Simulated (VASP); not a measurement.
# MgCd2S3 (P-4m2) in VASP: a series of runs

Runs on MgCd2S3. Level: PBE. Tasks: single point, relaxation of cell and atoms.

Program: VASP 6.6.1. These are calculated values, not measurements. Logs are shortened: lines on timing, memory, paths and dates and some standing lists are left out, and cuts for length are marked.

### 1 The cell of the first run

Symmetry: P-4m2, No. 115, tetragonal system. The conventional cell has a = 3.796 Å, b = 3.796 Å, c = 8.433 Å, α = 90.00°, β = 90.00°, γ = 90.00°. Within 3.5 Å of Mg (site symmetry -4m2) lie 4 S at 2.68 Å and 4 Cd at 2.90 Å. Within 3.8 Å of Cd (site symmetry 2mm) lie 7 S at 2.88 to 3.01 Å and 2 Mg at 2.90 Å and 4 Cd at 3.80 Å. S (site symmetry 2mm) has 5 Cd at 2.88 to 3.01 Å and 10 S at 3.33 to 3.80 Å and 2 Mg at 3.75 Å within 3.8 Å. Within 3.5 Å of S (site symmetry -4m2) lie 4 Mg at 2.68 Å and 4 Cd at 2.90 Å.

The cell was generated, and may not be a known phase.

### 2 Single point, PBE

File INCAR:

```
SYSTEM = MgCd2S3
PREC = Accurate
ENCUT = 520
EDIFF = 1E-6
ISMEAR = 0
SIGMA = 0.1
LREAL = .False.
LASPH = .True.
NELM = 80
ALGO = Normal
ISIF = 2
LWAVE = .False.
LCHARG = .True.
GGA = PE
LELF = .True.
LVHAR = .True.
NBANDS = 31
```

File KPOINTS:

```
Automatic mesh
0
Gamma
  4 4 2
  0 0 0
```

File POSCAR:

```
MgCd2S3
1.0
    3.7963265100      0.0000000000      0.0000000000
    0.0000000000      3.7963265100      0.0000000000
    0.0000000000      0.0000000000      8.4331967200
Mg Cd S
1 2 3
Direct
    0.5000000000      0.5000000000      0.0000000000
    0.5000000000      0.0000000000      0.7398749000
    0.0000000000      0.5000000000      0.2601251000
    0.5000000000      0.0000000000      0.3835413500
    0.0000000000      0.5000000000      0.6164586500
    0.0000000000      0.0000000000      0.0000000000
```

Potentials or basis: VASP PAW PBE potentials, release 64 (Mg, Cd, S).

The run is started by

```sh
$ cat potpaw_PBE.64/Mg/POTCAR potpaw_PBE.64/Cd/POTCAR potpaw_PBE.64/S/POTCAR > POTCAR
$ mpirun -np 1 vasp_std > vasp.out
```

OUTCAR:

```text
SYSTEM = MgCd2S3
   PREC = Accurate
   ENCUT = 520
   EDIFF = 1E-6
   ISMEAR = 0
   LREAL = .False.
   LASPH = .True.
   NELM = 80
   ISIF = 2
   GGA = PE

 ion  position               nearest neighbor table
   1  0.500  0.500  0.000-   6 2.68   6 2.68   6 2.68   6 2.68   3 2.90   3 2.90   2 2.90   2 2.90

   2  0.500  0.000  0.740-   5 2.88   5 2.88   5 2.88   5 2.88   1 2.90   6 2.90   6 2.90   1 2.90
                             4 3.01
   3  0.000  0.500  0.260-   4 2.88   4 2.88   4 2.88   4 2.88   6 2.90   1 2.90   6 2.90   1 2.90
                             5 3.01
   4  0.500  0.000  0.384-   3 2.88   3 2.88   3 2.88   3 2.88   2 3.01
   5  0.000  0.500  0.616-   2 2.88   2 2.88   2 2.88   2 2.88   3 3.01
   6  0.000  0.000  0.000-   1 2.68   1 2.68   1 2.68   1 2.68   3 2.90   3 2.90   2 2.90   2 2.90

  LATTYP: Found a simple tetragonal cell.
 ALAT       =     3.7963265100
 C/A-ratio  =     2.2214097491

  Lattice vectors:

 A1 = (   3.7963265100,   0.0000000000,   0.0000000000)
 A2 = (   0.0000000000,   3.7963265100,   0.0000000000)
 A3 = (   0.0000000000,   0.0000000000,   8.4331967200)

Analysis of symmetry for initial positions (statically):
=====================================================================
 Subroutine PRICEL returns:
 Original cell was already a primitive cell.

 Routine SETGRP: Setting up the symmetry group for a
 simple tetragonal supercell.

 Subroutine GETGRP returns: Found  8 space group operations
 (whereof  8 operations were pure point group operations)
 out of a pool of 16 trial point group operations.

The static configuration has the point symmetry D_2d.

Analysis of symmetry for dynamics (positions and initial velocities):
=====================================================================
 Subroutine PRICEL returns:
 Original cell was already a primitive cell.

 Routine SETGRP: Setting up the symmetry group for a
 simple tetragonal supercell.

 Subroutine GETGRP returns: Found  8 space group operations
 (whereof  8 operations were pure point group operations)
 out of a pool of 16 trial point group operations.

The dynamic configuration has the point symmetry D_2d.

 Subroutine INISYM returns: Found  8 space group operations
 (whereof  8 operations are pure point group operations),
 and found     1 'primitive' translations

----------------------------------------------------------------------------------------

                                     Primitive cell

  volume of cell :     121.5400

  direct lattice vectors                    reciprocal lattice vectors
     3.796326510  0.000000000  0.000000000     0.263412538  0.000000000  0.000000000
     0.000000000  3.796326510  0.000000000     0.000000000  0.263412538  0.000000000
[... 87 lines left out ...]
   ISYM   =      2    0-nonsym 1-usesym 2-fastsym
   POTIM  = 0.5000    time-step for ionic-motion
   TEBEG  =    0.0;   TEEND  =   0.0 temperature during run
   PSTRESS=    0.0 pullay stress
   NELECT =      44.0000    total number of electrons
   NUPDOWN=      -1.0000    fix difference up-down
   EMIN   =  10.00;   EMAX   =-10.00  energy-range for DOS
   EFERMI =   0.00;   METHOD = LEGACY
   ISMEAR =     0;   SIGMA  =   0.10  broadening in eV -4-tet -1-fermi 0-gaus
   EFERMI_NEDOS =   21; number of points for ismear=-14 and -15
   IALGO  =     38    algorithm
   IMIX   =      4    mixing-type and parameters
     AMIX     =   0.40;   BMIX     =  1.00
     AMIX_MAG =   1.60;   BMIX_MAG =  1.00
  volume/ion in A,a.u.               =      20.26       136.70
  Fermi-wavevector in a.u.,A,eV,Ry     =   1.166772  2.204879 18.522380  1.361357
  Thomas-Fermi vector in A             =   2.303281
   LORBIT       =      0    0 simple, 1 ext, 2 COOP (PROOUT), +10 PAW based schemes
   GGA     = PE    functional components
   LHFCALC =     F    Hartree Fock is set to
   AEXX    =    0.0000 exact exchange contribution
   IVDW    =     0    specifies the selected vdW correction
   LEPSILON=     F    determine dielectric tensor
   LRPA    =     F    only Hartree local field effects (RPA)
 non-spin polarized calculation
 Gauss-broadening in eV      SIGMA  =   0.10
  energy-cutoff  :      520.00
  volume of cell :      121.54
 maximum number of plane-waves:      3316
   NGX = 15   NGY = 15   NGZ = 31

 number of electron      43.9999979 magnetization

 Free energy of the ion-electron system (eV)
  ---------------------------------------------------
  ext. energy  EPLUGINS =         0.00000000
  ---------------------------------------------------
  free energy    TOTEN  =       -16.21611445 eV

  energy without entropy =      -16.20170427  energy(sigma->0) =      -16.20890936

 E-fermi :   3.8030     XC(G=0): -10.1141

 val. band max:        3.7333512758   @ k =   0.2500   0.0000   0.5000
 cond. band min:       3.8262943981   @ k =   0.2500   0.2500   0.0000
 fundamental gap:      0.0929431223
 Fermi energy:         3.8029686238

 k-point     1 :       0.0000    0.0000    0.0000
  band No.  band energies     occupation
      1     -10.3063      2.00000
      2      -8.6775      2.00000
      3      -7.6192      2.00000
      4      -4.8451      2.00000
      5      -4.8211      2.00000
      6      -4.7958      2.00000
[... 397 lines left out ...]
     30      10.5817      0.00000
     31      10.8149      0.00000

------------------------ aborting loop because EDIFF is reached ----------------------------------------

  FORCE on cell =-STRESS in cart. coord.  units (eV):
  Direction    XX          YY          ZZ          XY          YZ          ZX
  --------------------------------------------------------------------------------------
  -------------------------------------------------------------------------------------
  Total       -2.2141506     -2.2141506      2.2523864      0.0000000      0.0000000      0.0000000
  in kB      -29.1876002    -29.1876002     29.6916368      0.0000000      0.0000000      0.0000000
  external PRESSURE =      -9.5611879 kB  Pullay stress =       0.0000000 kB

 VOLUME and BASIS-vectors are now :
 -----------------------------------------------------------------------------
  energy-cutoff  :      520.00
  volume of cell :      121.54
      direct lattice vectors                 reciprocal lattice vectors
     3.796326510  0.000000000  0.000000000     0.263412538  0.000000000  0.000000000
     0.000000000  3.796326510  0.000000000     0.000000000  0.263412538  0.000000000
     0.000000000  0.000000000  8.433196720     0.000000000  0.000000000  0.118578996

 POSITION                                       TOTAL-FORCE (eV/Angst)
 -----------------------------------------------------------------------------------
      1.89816      1.89816      0.00000         0.000000      0.000000      0.000000
      1.89816      0.00000      6.23951         0.000000      0.000000     -2.310016
      0.00000      1.89816      2.19369         0.000000      0.000000      2.310016
      1.89816      0.00000      3.23448        -0.000000      0.000000     -1.458156
      0.00000      1.89816      5.19872         0.000000      0.000000      1.458156
      0.00000      0.00000      0.00000         0.000000     -0.000000      0.000000
 -----------------------------------------------------------------------------------
    total drift:                                0.000000      0.000000      0.000000

  FREE ENERGIE OF THE ION-ELECTRON SYSTEM (eV)
  ---------------------------------------------------
  free  energy   TOTEN  =       -16.2161144531 eV

  energy  without entropy=      -16.2017042700  energy(sigma->0) =      -16.20890936
```

Wall time 32 s (1 thread of AMD EPYC 7R13 (Zen 3), shared host); peak memory 0.19 GiB.

Results:

```yaml
Free_energy: -16.2161 eV
Pressure: -1.0 GPa
Largest_force: 2.310 eV/Å
Band_gap_on_the_k_mesh: zero (bands 22 and 23 overlap by 0.53 eV)
```

Forces on the atoms (eV/Å):
```
Mg   0.000  0.000  0.000
Cd   0.000  0.000 -2.310
Cd   0.000  0.000  2.310
S    0.000  0.000 -1.458
S    0.000  0.000  1.458
S    0.000  0.000  0.000
```

Levels at points of the mesh, in eV from the Fermi level:
```
           k point  band 19  band 20  band 21  band 22  band 23  band 24  band 25  band 26
(0.00, 0.00, 0.00)    -1.45    -1.45    -0.72    -0.37    -0.37     1.71     1.89     3.77
(0.50, 0.00, 0.00)    -1.35    -1.08    -0.34    -0.22     0.23     1.86     2.79     4.12
(0.50, 0.50, 0.00)    -2.45    -1.99    -1.99    -0.76    -0.51     0.97     0.97     3.30
(0.00, 0.00, 0.50)    -1.63    -1.50    -0.21    -0.21    -0.17     0.93     2.99     3.31
(0.50, 0.00, 0.50)    -2.15    -0.34    -0.34    -0.23     1.17     1.47     2.45     3.76
(0.50, 0.50, 0.50)    -1.96    -1.85    -1.65    -1.65     0.08     0.08     0.19     2.36
```

Caveat: the k points lie up to 0.41 Å⁻¹ apart, too coarse for converged energies and pressures of a metal; semilocal functionals underestimate gaps, and a narrow one can read as zero; forces of over 1 eV/Å act on the atoms, so gaps and moduli don't describe the material at rest.

### 3 Single point, PBE

This run uses another cell than the first one, of 24.85 Å³/atom.

File INCAR:

```
  ALGO = Normal
  EDIFF = 1E-6
  ENCUT = 520
  GGA = PE
  ISIF = 2
  ISMEAR = 0
  LASPH = True
  LCHARG = False
  LREAL = False
  LWAVE = False
  NBANDS = 31
  NELM = 60
  PREC = Accurate
  SIGMA = 0.1
```

File KPOINTS:

```
k-points
0
Gamma
  4 4 2
```

File POSCAR:

```
MgCd2S3
1.0
    3.6925966590      0.0000000000      0.0000000000
    0.0000000000      3.6925966590      0.0000000000
    0.0000000000      0.0000000000     10.9360266691
Mg Cd S
1 2 3
Direct
    0.5000000000      0.5000000000      0.0000000000
    0.5000000000      0.0000000000      0.6080940790
    0.0000000000      0.5000000000      0.3919059210
    0.5000000000      0.0000000000      0.3592876226
    0.0000000000      0.5000000000      0.6407123774
    0.0000000000      0.0000000000      0.0000000000
```

Potentials or basis: VASP PAW PBE potentials, release 64 (Mg, Cd, S).

The run is started by

```sh
$ cat potpaw_PBE.64/Mg/POTCAR potpaw_PBE.64/Cd/POTCAR potpaw_PBE.64/S/POTCAR > POTCAR
$ mpirun -np 1 vasp_std > vasp.out
```

OUTCAR:

```text
EDIFF = 1E-6
   ENCUT = 520
   GGA = PE
   ISIF = 2
   ISMEAR = 0
   LASPH = True
   LREAL = False
   NELM = 60
   PREC = Accurate

 ion  position               nearest neighbor table
   1  0.500  0.500  0.000-   6 2.61   6 2.61   6 2.61   6 2.61
   2  0.500  0.000  0.608-   5 2.64   5 2.64   5 2.64   5 2.64   4 2.72   3 3.52   3 3.52   3 3.52
                             3 3.52
   3  0.000  0.500  0.392-   4 2.64   4 2.64   4 2.64   4 2.64   5 2.72   2 3.52   2 3.52   2 3.52
[... 605 lines left out ...]
  -------------------------------------------------------------------------------------
  Total        0.2238894      0.2238894      0.2427665      0.0000000      0.0000000      0.0000000
  in kB        2.4055861      2.4055861      2.6084106      0.0000000      0.0000000      0.0000000
  external PRESSURE =       2.4731943 kB  Pullay stress =       0.0000000 kB

 VOLUME and BASIS-vectors are now :
 -----------------------------------------------------------------------------
  energy-cutoff  :      520.00
  volume of cell :      149.12
      direct lattice vectors                 reciprocal lattice vectors
     3.692596659  0.000000000  0.000000000     0.270812139  0.000000000  0.000000000
     0.000000000  3.692596659  0.000000000     0.000000000  0.270812139  0.000000000
     0.000000000  0.000000000 10.936026669     0.000000000  0.000000000  0.091440889

 POSITION                                       TOTAL-FORCE (eV/Angst)
 -----------------------------------------------------------------------------------
      1.84630      1.84630      0.00000         0.000000      0.000000      0.000000
      1.84630      0.00000      6.65013        -0.000000     -0.000000      0.008340
      0.00000      1.84630      4.28589         0.000000      0.000000     -0.008340
      1.84630      0.00000      3.92918         0.000000      0.000000     -0.057033
      0.00000      1.84630      7.00685         0.000000      0.000000      0.057033
      0.00000      0.00000      0.00000         0.000000      0.000000      0.000000
 -----------------------------------------------------------------------------------
    total drift:                                0.000000      0.000000      0.000000

  FREE ENERGIE OF THE ION-ELECTRON SYSTEM (eV)
  ---------------------------------------------------
  free  energy   TOTEN  =       -18.7973093222 eV

  energy  without entropy=      -18.7973087868  energy(sigma->0) =      -18.79730905
```

OSZICAR:

```text
N       E                     dE             d eps       ncg     rms          rms(c)
DAV:   1     0.271228724470E+03    0.27123E+03   -0.19818E+04   744   0.124E+03
DAV:   2    -0.152585068980E+01   -0.27275E+03   -0.25937E+03   836   0.292E+02
DAV:   3    -0.207191562104E+02   -0.19193E+02   -0.19026E+02   898   0.734E+01
DAV:   4    -0.210096904245E+02   -0.29053E+00   -0.29011E+00   870   0.893E+00
DAV:   5    -0.210162133924E+02   -0.65230E-02   -0.65223E-02   940   0.126E+00    0.122E+01
DAV:   6    -0.189398354568E+02    0.20764E+01   -0.39049E+00   904   0.148E+01    0.100E+01
DAV:   7    -0.188111895214E+02    0.12865E+00   -0.13725E+00   892   0.528E+00    0.489E+00
DAV:   8    -0.188002243190E+02    0.10965E-01   -0.15593E-01   907   0.315E+00    0.643E-01
DAV:   9    -0.187971898076E+02    0.30345E-02   -0.23341E-02   899   0.147E+00    0.209E-01
DAV:  10    -0.187974299586E+02   -0.24015E-03   -0.25827E-03   907   0.340E-01    0.180E-01
DAV:  11    -0.187974660935E+02   -0.36135E-04   -0.54477E-04   931   0.121E-01    0.900E-02
DAV:  12    -0.187973162402E+02    0.14985E-03   -0.66061E-04   892   0.136E-01    0.299E-02
DAV:  13    -0.187973200328E+02   -0.37925E-05   -0.14139E-04   864   0.423E-02    0.140E-02
DAV:  14    -0.187973095869E+02    0.10446E-04   -0.16766E-05   915   0.163E-02    0.857E-03
DAV:  15    -0.187973081904E+02    0.13965E-05   -0.90695E-06   940   0.124E-02    0.295E-03
DAV:  16    -0.187973092682E+02   -0.10778E-05   -0.25463E-06   690   0.532E-03    0.118E-03
DAV:  17    -0.187973093222E+02   -0.53938E-07   -0.11556E-07   575   0.160E-03
   1 F= -.18797309E+02 E0= -.18797309E+02  d E =-.535381E-06
```

stdout:

```text
POSCAR found type information on POSCAR MgCdS
 POSCAR found :  3 types and       6 ions
 scaLAPACK will be used
 LDA part: xc-table for (Slater+PW92), standard interpolation
 POSCAR, INCAR and KPOINTS ok, starting setup
 FFT: planning ... GRIDC
 FFT: planning ... GRID_SOFT
 FFT: planning ... GRID
 WAVECAR not read
 entering main loop
```

Run time: 46 s. Hardware: 1 thread of AMD EPYC 7R13 (Zen 3), shared host; peak memory 0.23 GiB.

Results:

```
Free energy            : -18.7973 eV
Pressure               : 0.2 GPa
Largest force          : 0.057 eV/Å
Band gap on the k mesh : 0.63 eV (least direct gap 0.81 eV)
```

Forces in eV/Å, atoms in the order of the input:
```
Mg   0.000  0.000  0.000
Cd   0.000  0.000  0.008
Cd   0.000  0.000 -0.008
S    0.000  0.000 -0.057
S    0.000  0.000  0.057
S    0.000  0.000  0.000
```

Caveat: the k points lie up to 0.43 Å⁻¹ apart; semilocal functionals underestimate gaps, and a narrow one can read as zero.

### 4 Single point, PBE

This run uses another cell than the first one, of 24.85 Å³/atom.

File INCAR:

```
  PREC = Accurate
  ENCUT = 520
  EDIFF = 1E-7
  ISMEAR = 0
  SIGMA = 0.1
  LREAL = False
  LASPH = True
  NELM = 60
  ALGO = Normal
  ISIF = 2
  LWAVE = False
  LCHARG = False
  GGA = PE
  NBANDS = 31
```

File KPOINTS:

```
Automatic mesh
0
Gamma
  6 6 2
```

POSCAR is that of step 3.

The run is started by

```sh
$ cat potpaw_PBE.64/Mg/POTCAR potpaw_PBE.64/Cd/POTCAR potpaw_PBE.64/S/POTCAR > POTCAR
$ mpirun -np 1 vasp_std > vasp.out
```

Wall time 74 s (1 thread of AMD EPYC 7R13 (Zen 3), shared host); peak memory 0.25 GiB.

Results (log left out):

| Quantity | Value |
| --- | --- |
| Free energy | -18.9040 eV |
| Pressure | 0.1 GPa |
| Largest force | 0.080 eV/Å |
| Band gap on the k mesh | 0.65 eV (least direct gap 0.82 eV) |

Forces in eV/Å, atoms in the order of the input:
```
Mg   0.000  0.000  0.000
Cd   0.000  0.000  0.033
Cd   0.000  0.000 -0.033
S    0.000  0.000 -0.080
S    0.000  0.000  0.080
S    0.000  0.000  0.000
```

Stress tensor (GPa, compression positive):
```
-0.02  0.00  0.00
 0.00 -0.02  0.00
 0.00  0.00  0.41
```

Levels at points of the mesh, in eV from the valence-band top:
| k point | band 20 | band 21 | band 22 | band 23 | band 24 | band 25 |
| --- | --- | --- | --- | --- | --- | --- |
| (0.00, 0.00, 0.00) | -0.83 | -0.69 | -0.69 | 0.81 | 1.24 | 2.61 |
| (0.50, 0.00, 0.00) | -0.34 | -0.02 | 0.00 | 2.90 | 3.87 | 4.64 |
| (0.50, 0.50, 0.00) | -2.17 | -2.17 | -0.16 | 0.69 | 0.69 | 1.90 |
| (0.00, 0.00, 0.50) | -1.32 | -0.69 | -0.69 | 1.23 | 1.25 | 2.28 |
| (0.50, 0.00, 0.50) | -0.34 | -0.02 | 0.00 | 3.48 | 3.60 | 3.80 |
| (0.50, 0.50, 0.50) | -2.15 | -2.15 | -0.17 | 0.65 | 0.65 | 1.92 |

Caveat: semilocal functionals underestimate gaps, and a narrow one can read as zero.

[end of part 1 of 2]

The gap in the log of VASP goes by the Fermi energy; the results here count the filled bands.